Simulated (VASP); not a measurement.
# MgO (rock salt) (Fm-3m) in VASP: further runs

Runs on MgO (rock salt). Level: PBE. Tasks: single point.

All numbers are computed with VASP 6.6.1; they aren't measurements. Logs are shortened: lines on timing, memory, paths and dates and some standing lists are left out, and cuts for length are marked.

### Step 1. The cell of the first run

Symmetry: Fm-3m, No. 225, cubic system. The conventional cell has a = 4.252 Å, b = 4.252 Å, c = 4.252 Å, α = 90.00°, β = 90.00°, γ = 90.00°. Mg (site symmetry m-3m) has 6 O at 2.13 Å within 2.8 Å. Within 2.8 Å of O (site symmetry m-3m) lie 6 Mg at 2.13 Å.

### Step 2. Single point, PBE (volume scaled by 1.03)

INCAR

```
SYSTEM = MgO
PREC     = Accurate       ! precision mode
ENCUT    = 520            ! plane-wave cutoff, eV
EDIFF    = 1E-6           ! SCF threshold, eV
ISMEAR   = 0              ! smearing method
SIGMA    = 0.01           ! smearing width, eV
LREAL    = .False.        ! projectors in reciprocal space
LASPH    = .True.         ! aspherical terms in the spheres
NELM     = 80             ! most SCF steps
ALGO     = Normal         ! electronic algorithm
ISIF     = 2              ! what is computed and relaxed
LWAVE    = .False.        ! write WAVECAR
LCHARG   = .True.         ! write CHGCAR
GGA      = PE             ! functional
LELF     = .True.         ! ELF
LVHAR    = .True.       
NBANDS   = 11             ! bands
```

KPOINTS

```
regular mesh
0
Gamma
  10 10 10
  0 0 0
```

POSCAR

```
MgO
1.0
    0.0000000000      2.1258429397      2.1258429397
    2.1258429397      0.0000000000      2.1258429397
    2.1258429397      2.1258429397      0.0000000000
Mg O
1 1
Direct
    0.0000000000      0.0000000000      0.0000000000
    0.5000000000      0.5000000000      0.5000000000
```

Potentials or basis: VASP PAW PBE potentials, release 64 (Mg, O).

Started as:

```sh
> cat potpaw_PBE.64/Mg/POTCAR potpaw_PBE.64/O/POTCAR > POTCAR
> mpirun -np 1 vasp_std > vasp.out
```

OUTCAR:

```text
SYSTEM = MgO
   PREC = Accurate
   ENCUT = 520
   EDIFF = 1E-6
   ISMEAR = 0
   LREAL = .False.
   LASPH = .True.
   NELM = 80
   ISIF = 2
   GGA = PE

 ion  position               nearest neighbor table
   1  0.000  0.000  0.000-   2 2.13   2 2.13   2 2.13   2 2.13   2 2.13   2 2.13
   2  0.500  0.500  0.500-   1 2.13   1 2.13   1 2.13   1 2.13   1 2.13   1 2.13

  LATTYP: Found a face centered cubic cell.
 ALAT       =     4.2516858794

  Lattice vectors:

 A1 = (   0.0000000000,   2.1258429397,   2.1258429397)
 A2 = (   2.1258429397,   0.0000000000,   2.1258429397)
 A3 = (   2.1258429397,   2.1258429397,   0.0000000000)

Analysis of symmetry for initial positions (statically):
=====================================================================
 Subroutine PRICEL returns:
 Original cell was already a primitive cell.

 Routine SETGRP: Setting up the symmetry group for a
 face centered cubic supercell.

 Subroutine GETGRP returns: Found 48 space group operations
 (whereof 48 operations were pure point group operations)
 out of a pool of 48 trial point group operations.

The static configuration has the point symmetry O_h .

Analysis of symmetry for dynamics (positions and initial velocities):
=====================================================================
 Subroutine PRICEL returns:
 Original cell was already a primitive cell.

 Routine SETGRP: Setting up the symmetry group for a
 face centered cubic supercell.

 Subroutine GETGRP returns: Found 48 space group operations
 (whereof 48 operations were pure point group operations)
 out of a pool of 48 trial point group operations.

The dynamic configuration has the point symmetry O_h .

 Subroutine INISYM returns: Found 48 space group operations
 (whereof 48 operations are pure point group operations),
 and found     1 'primitive' translations

----------------------------------------------------------------------------------------

                                     Primitive cell

  volume of cell :      19.2143

  direct lattice vectors                    reciprocal lattice vectors
     0.000000000  2.125842940  2.125842940    -0.235200819  0.235200819  0.235200819
     2.125842940  0.000000000  2.125842940     0.235200819 -0.235200819  0.235200819
     2.125842940  2.125842940  0.000000000     0.235200819  0.235200819 -0.235200819

  length of vectors
     3.006395917  3.006395917  3.006395917     0.407379768  0.407379768  0.407379768

  position of ions in fractional coordinates (direct lattice)
     0.000000000  0.000000000  0.000000000
     0.500000000  0.500000000  0.500000000

  ion indices of the primitive-cell ions
   primitive index   ion index
                 1           1
                 2           2

----------------------------------------------------------------------------------------

 KPOINTS: regular mesh

Automatic generation of k-mesh.
 Grid dimensions read from file:
 generate k-points for:   10   10   10

 Generating k-lattice:

  Cartesian coordinates                     Fractional coordinates (reciprocal lattice)
    -0.023520082  0.023520082  0.023520082     0.100000000  0.000000000  0.000000000
     0.023520082 -0.023520082  0.023520082     0.000000000  0.100000000  0.000000000
     0.023520082  0.023520082 -0.023520082     0.000000000  0.000000000  0.100000000

  Length of vectors
     0.040737977  0.040737977  0.040737977

  Shift w.r.t. Gamma in fractional coordinates (k-lattice)
     0.000000000  0.000000000  0.000000000

 Subroutine IBZKPT returns following result:
 ===========================================

 Found     47 irreducible k-points:

 Following reciprocal coordinates:
            Coordinates               Weight
  0.000000  0.000000  0.000000      1.000000
  0.100000  0.000000  0.000000      8.000000
  0.200000  0.000000  0.000000      8.000000
  0.300000  0.000000  0.000000      8.000000
  0.400000  0.000000  0.000000      8.000000
  0.500000  0.000000  0.000000      4.000000
[... 16 lines left out ...]
  0.300000  0.300000  0.000000      6.000000
  0.400000  0.300000  0.000000     24.000000
 [... further k-points ...]
   k-points           NKPTS =     47   k-points in BZ     NKDIM =     47   number of bands    NBANDS=     11
   number of dos      NEDOS =    301   number of ions     NIONS =      2
   total plane-waves  NPLWV =  13824
   dimension x,y,z NGX =    24 NGY =   24 NGZ =   24
   dimension x,y,z NGXF=    48 NGYF=   48 NGZF=   48
   ions per type =               1   1
   NGX,Y,Z   is equivalent  to a cutoff of  13.27, 13.27, 13.27 a.u.
   NGXF,Y,Z  is equivalent  to a cutoff of  26.54, 26.54, 26.54 a.u.
 SYSTEM =  MgO
   PREC   = accura    normal or accurate (medium, high low for compatibility)
   ISTART =      0    job   : 0-new  1-cont  2-samecut
   ICHARG =      2    charge: 1-file 2-atom 10-const
   ISPIN  =      1    spin polarized calculation?
   LNONCOLLINEAR =      F non collinear calculations
   LSORBIT =      F    spin-orbit coupling
   LASPH  =      T    aspherical Exc in radial PAW
   ENCUT  =  520.0 eV  38.22 Ry    6.18 a.u.   5.59  5.59  5.59*2*pi/ulx,y,z
   NELM   =     80;   NELMIN=  2; NELMDL= -5     # of ELM steps
   EDIFF  = 0.1E-05   stopping-criterion for ELM
   LREAL  =      F    real-space projection
   EDIFFG = 0.1E-04   stopping-criterion for IOM
   NSW    =      0    number of steps for IOM
   IBRION =     -1    ionic relax: 0-MD 1-quasi-New 2-CG
   NFREE  =      0    steps in history (QN), initial steepest desc. (CG)
   ISIF   =      2    stress and relaxation
   ISYM   =      2    0-nonsym 1-usesym 2-fastsym
   POTIM  = 0.5000    time-step for ionic-motion
   TEBEG  =    0.0;   TEEND  =   0.0 temperature during run
   PSTRESS=    0.0 pullay stress
   NELECT =       8.0000    total number of electrons
   NUPDOWN=      -1.0000    fix difference up-down
   EMIN   =  10.00;   EMAX   =-10.00  energy-range for DOS
   EFERMI =   0.00;   METHOD = LEGACY
   ISMEAR =     0;   SIGMA  =   0.01  broadening in eV -4-tet -1-fermi 0-gaus
   EFERMI_NEDOS =   21; number of points for ismear=-14 and -15
   IALGO  =     38    algorithm
   IMIX   =      4    mixing-type and parameters
     AMIX     =   0.40;   BMIX     =  1.00
     AMIX_MAG =   1.60;   BMIX_MAG =  1.00
  volume/ion in A,a.u.               =       9.61        64.83
  Fermi-wavevector in a.u.,A,eV,Ry     =   1.222448  2.310091 20.332255  1.494379
  Thomas-Fermi vector in A             =   2.357594
   LORBIT       =      0    0 simple, 1 ext, 2 COOP (PROOUT), +10 PAW based schemes
   GGA     = PE    functional components
   LHFCALC =     F    Hartree Fock is set to
   AEXX    =    0.0000 exact exchange contribution
   IVDW    =     0    specifies the selected vdW correction
   LEPSILON=     F    determine dielectric tensor
   LRPA    =     F    only Hartree local field effects (RPA)
 non-spin polarized calculation
 Gauss-broadening in eV      SIGMA  =   0.01
  energy-cutoff  :      520.00
  volume of cell :       19.21
 maximum number of plane-waves:       534
 NGX is ok and might be reduce to    24
   NGX = 11   NGY = 11   NGZ = 11

 number of electron       8.0000004 magnetization

 Free energy of the ion-electron system (eV)
  ---------------------------------------------------
  ext. energy  EPLUGINS =         0.00000000
  ---------------------------------------------------
  free energy    TOTEN  =       -11.91176071 eV

  energy without entropy =      -11.91176071  energy(sigma->0) =      -11.91176071

 E-fermi :   3.0356     XC(G=0): -10.9463

 val. band max:        2.9794293585   @ k =   0.0000   0.0000   0.0000
 cond. band min:       7.4372347648   @ k =   0.0000   0.0000   0.0000
 fundamental gap:      4.4578054063
 Fermi energy:         3.0356064076

 k-point     1 :       0.0000    0.0000    0.0000
  band No.  band energies     occupation
      1     -14.1424      2.00000
      2       2.9794      2.00000
      3       2.9794      2.00000
      4       2.9794      2.00000
      5       7.4372      0.00000
      6      18.6196      0.00000
      7      18.6196      0.00000
      8      18.6196      0.00000
      9      22.4630      0.00000
     10      24.2049      0.00000
     11      24.2049      0.00000

 k-point     2 :       0.1000    0.0000    0.0000
  band No.  band energies     occupation
      1     -14.0419      2.00000
      2       2.3327      2.00000
      3       2.9152      2.00000
      4       2.9152      2.00000
      5       8.0692      0.00000
      6      17.3778      0.00000
      7      18.8489      0.00000
      8      18.8489      0.00000
      9      23.4351      0.00000
     10      23.4351      0.00000
     11      24.0652      0.00000

 k-point     3 :       0.2000    0.0000    0.0000
  band No.  band energies     occupation
      1     -13.7656      2.00000
      2       1.0396      2.00000
      3       2.7522      2.00000
      4       2.7522      2.00000
      5       9.2682      0.00000
      6      15.8576      0.00000
      7      19.2965      0.00000
      8      19.2965      0.00000
      9      22.7369      0.00000
     10      22.7369      0.00000
     11      24.7939      0.00000

 k-point     4 :       0.3000    0.0000    0.0000
  band No.  band energies     occupation
      1     -13.3943      2.00000
      2      -0.2417      2.00000
      3       2.5604      2.00000
      4       2.5604      2.00000
      5      10.2307      0.00000
      6      15.1181      0.00000
      7      19.3609      0.00000
      8      19.3609      0.00000
      9      23.1895      0.00000
     10      23.1895      0.00000
     11      24.1739      0.00000
[... 239 lines left out ...]
 k-point    22 :      -0.2000    0.2000    0.0000
  band No.  band energies     occupation
      1     -13.2835      2.00000
      2      -0.0504      2.00000
      3       1.6880      2.00000
      4       2.5590      2.00000
      5      11.1547      0.00000
      6      14.7315      0.00000
      7      17.7727      0.00000
      8      20.4344      0.00000
      9      21.2466      0.00000
     10      24.0130      0.00000
     11      27.3209      0.00000

 k-point    23 :       0.3000    0.3000    0.0000
  band No.  band energies     occupation
      1     -13.2011      2.00000
      2      -0.0980      2.00000
      3       2.0710      2.00000
      4       2.0710      2.00000
      5      11.5388      0.00000
      6      13.3534      0.00000
      7      17.1010      0.00000
      8      20.5758      0.00000
      9      20.5758      0.00000
     10      26.8085      0.00000
     11      29.7883      0.00000

 k-point    24 :       0.4000    0.3000    0.0000
  band No.  band energies     occupation
      1     -12.9675      2.00000
      2      -0.5050      2.00000
      3       1.7168      2.00000
      4       1.9284      2.00000
      5      12.2774      0.00000
      6      13.0676      0.00000
      7      16.2841      0.00000
      8      20.7906      0.00000
      9      20.9922      0.00000
     10      27.5218      0.00000
     11      29.3976      0.00000

 [... further k-points ...]
[... 5 lines left out ...]
  --------------------------------------------------------------------------------------
  -------------------------------------------------------------------------------------
  Total       -0.0632260     -0.0632260     -0.0632260     -0.0000000      0.0000000     -0.0000000
  in kB       -5.2720919     -5.2720919     -5.2720919     -0.0000000      0.0000000     -0.0000000
  external PRESSURE =      -5.2720919 kB  Pullay stress =       0.0000000 kB

 VOLUME and BASIS-vectors are now :
 -----------------------------------------------------------------------------
  energy-cutoff  :      520.00
  volume of cell :       19.21
      direct lattice vectors                 reciprocal lattice vectors
     0.000000000  2.125842940  2.125842940    -0.235200819  0.235200819  0.235200819
     2.125842940  0.000000000  2.125842940     0.235200819 -0.235200819  0.235200819
     2.125842940  2.125842940  0.000000000     0.235200819  0.235200819 -0.235200819

 POSITION                                       TOTAL-FORCE (eV/Angst)
 -----------------------------------------------------------------------------------
      0.00000      0.00000      0.00000        -0.000000     -0.000000     -0.000000
      2.12584      2.12584      2.12584         0.000000      0.000000      0.000000
 -----------------------------------------------------------------------------------
    total drift:                               -0.000000     -0.000000      0.000000

  FREE ENERGIE OF THE ION-ELECTRON SYSTEM (eV)
  ---------------------------------------------------
  free  energy   TOTEN  =       -11.9117607115 eV

  energy  without entropy=      -11.9117607115  energy(sigma->0) =      -11.91176071
```

Run time: 6.7 s. Hardware: 1 thread of Intel Xeon Platinum 8488C (Sapphire Rapids), shared host; peak memory 0.14 GiB.

Results:

| Quantity | Value |
| --- | --- |
| Free energy | -11.9118 eV |
| Pressure | -0.5 GPa |
| Band gap on the k mesh | 4.46 eV, direct |

Levels at points of the mesh, in eV from the valence-band top:
```tsv
k point	band 1	band 2	band 3	band 4	band 5	band 6	band 7	band 8
(0.00, 0.00, 0.00)	-17.12	0.00	0.00	0.00	4.46	15.64	15.64	15.64
(0.50, 0.00, 0.00)	-15.91	-4.49	-0.62	-0.62	7.72	12.29	16.02	16.02
(0.50, 0.50, 0.00)	-15.66	-3.97	-1.31	-1.31	9.08	9.67	12.80	18.55
```

### Step 3. Single point, PBE (volume scaled by 0.49)

INCAR

```
SYSTEM = MgO
ALGO = Normal ; EDIFF = 1E-6
ENCUT = 600 ; GGA = PE
GGA_COMPAT = .False. ; ISIF = 2
ISMEAR = 0 ; LASPH = .True.
LCHARG = .False. ; LREAL = .False.
LWAVE = .False. ; NBANDS = 11
NELM = 120 ; PREC = Accurate
SIGMA = 0.01
```

KPOINTS

```
k-points
0
Gamma
  10 10 10
  0 0 0
```

POSCAR

```
MgO
1.0
    0.0000000000      1.6595262518      1.6595262518
    1.6595262518      0.0000000000      1.6595262518
    1.6595262518      1.6595262518      0.0000000000
Mg O
1 1
Direct
    0.0000000000      0.0000000000      0.0000000000
    0.5000000000      0.5000000000      0.5000000000
```

Potentials or basis: VASP PAW PBE potentials, release 64 (Mg, O).

Started as:

```sh
> cat potpaw_PBE.64/Mg/POTCAR potpaw_PBE.64/O/POTCAR > POTCAR
> mpirun -np 1 vasp_std > vasp.out
```

Run time: 12 s. Hardware: 1 thread of Intel Xeon 8259CL, shared host; peak memory 0.13 GiB.

The run converged. Its results:

```
Free energy            : -3.2159 eV
Pressure               : 531.4 GPa
Band gap on the k mesh : 8.56 eV, indirect (least direct gap 11.09 eV)
```

Levels at points of the mesh, in eV from the valence-band top:
| k point | band 1 | band 2 | band 3 | band 4 | band 5 | band 6 | band 7 | band 8 | band 9 |
| --- | --- | --- | --- | --- | --- | --- | --- | --- | --- |
| (0.00, 0.00, 0.00) | -22.53 | 0.00 | 0.00 | 0.00 | 15.46 | 19.38 | 19.38 | 19.38 | 25.68 |
| (0.50, 0.00, 0.00) | -18.31 | -8.94 | -2.17 | -2.17 | 13.32 | 21.81 | 25.03 | 25.03 | 32.92 |
| (0.50, 0.50, 0.00) | -18.28 | -7.61 | -2.53 | -2.53 | 8.56 | 20.69 | 22.89 | 33.17 | 33.17 |

 A k mesh can miss the band edges.

### Step 4. Single point, PBE (volume scaled by 0.46)

INCAR

```
PREC = Accurate
ENCUT = 600
EDIFF = 1E-6
ISMEAR = 0
SIGMA = 0.01
LREAL = False
LASPH = True
NELM = 120
ALGO = Normal
ISIF = 2
LWAVE = False
LCHARG = True
GGA = PE
LELF = True
LVHAR = True
NBANDS = 11
GGA_COMPAT = False
```

KPOINTS

```
regular mesh
0
Gamma
  10 10 10
```

POSCAR

```
MgO
1.0
    0.0000000000      1.6249426735      1.6249426735
    1.6249426735      0.0000000000      1.6249426735
    1.6249426735      1.6249426735      0.0000000000
Mg O
1 1
Direct
    0.0000000000      0.0000000000      0.0000000000
    0.5000000000      0.5000000000      0.5000000000
```

Started as:

```sh
> cat potpaw_PBE.64/Mg/POTCAR potpaw_PBE.64/O/POTCAR > POTCAR
> mpirun -np 1 vasp_std > vasp.out
```

Run time: 11 s. Hardware: 1 thread of Intel Xeon 8259CL, shared host; peak memory 0.12 GiB.

The run converged, but its numbers aren't listed here, since they failed a check.

### Step 5. Single point, PBE (volume scaled by 0.56)

INCAR

```
SYSTEM = MgO
PREC     = Accurate       ! precision mode
ENCUT    = 600            ! plane-wave cutoff, eV
EDIFF    = 1E-6           ! SCF threshold, eV
ISMEAR   = 0              ! smearing method
SIGMA    = 0.01           ! smearing width, eV
LREAL    = .FALSE.        ! projectors in reciprocal space
LASPH    = .TRUE.         ! aspherical terms in the spheres
NELM     = 120            ! most SCF steps
ALGO     = Normal         ! electronic algorithm
ISIF     = 2              ! what is computed and relaxed
LWAVE    = .FALSE.        ! write WAVECAR
LCHARG   = .FALSE.        ! write CHGCAR
GGA      = PE             ! functional
NBANDS   = 11             ! bands
GGA_COMPAT= .FALSE.
```

KPOINTS

```
regular mesh
0
G
  10 10 10
  0 0 0
```

POSCAR

```
MgO
1.0
    0.0000000000      1.7350611112      1.7350611112
    1.7350611112      0.0000000000      1.7350611112
    1.7350611112      1.7350611112      0.0000000000
Mg O
1 1
Direct
    0.0000000000      0.0000000000      0.0000000000
    0.5000000000      0.5000000000      0.5000000000
```

Started as:

```sh
> cat potpaw_PBE.64/Mg/POTCAR potpaw_PBE.64/O/POTCAR > POTCAR
> mpirun -np 1 vasp_std > vasp.out
```

It took 12 s on 1 thread of Intel Xeon 8259CL, shared host; peak memory 0.13 GiB.

It converged, with:

- Free energy: -6.6529 eV
- Pressure: 327.9 GPa
- Band gap on the k mesh: 8.94 eV, indirect (least direct gap 11.24 eV)

Levels at points of the mesh, in eV from the valence-band top:
| k point | band 1 | band 2 | band 3 | band 4 | band 5 | band 6 | band 7 | band 8 |
| --- | --- | --- | --- | --- | --- | --- | --- | --- |
| (0.00, 0.00, 0.00) | -21.33 | 0.00 | 0.00 | 0.00 | 12.80 | 18.82 | 18.82 | 18.82 |
| (0.50, 0.00, 0.00) | -17.87 | -7.94 | -1.74 | -1.74 | 12.19 | 19.96 | 23.17 | 23.17 |
| (0.50, 0.50, 0.00) | -17.64 | -6.91 | -2.30 | -2.30 | 8.94 | 18.15 | 20.70 | 29.96 |

 A k mesh can miss the band edges.

### Step 6. The runs side by side

```csv
cell,cutoff (eV),gap on the mesh (eV),pressure (GPa)
"a = 3.006 Å, angles 60.0°, 2 atoms",520,4.46,-0.5
"a = 2.347 Å, angles 60.0°, 2 atoms",600,8.56,531.4
"a = 2.454 Å, angles 60.0°, 2 atoms",600,8.94,327.9
```

Alike in all rows: task single point; level PBE; potentials or basis VASP PAW PBE potentials, release 64 (Mg, O); no spin polarisation; k mesh 10 × 10 × 10; smearing gaussian 0.01 eV.

Total energies depend on the potentials used, so only differences within one code and one set of settings carry meaning.
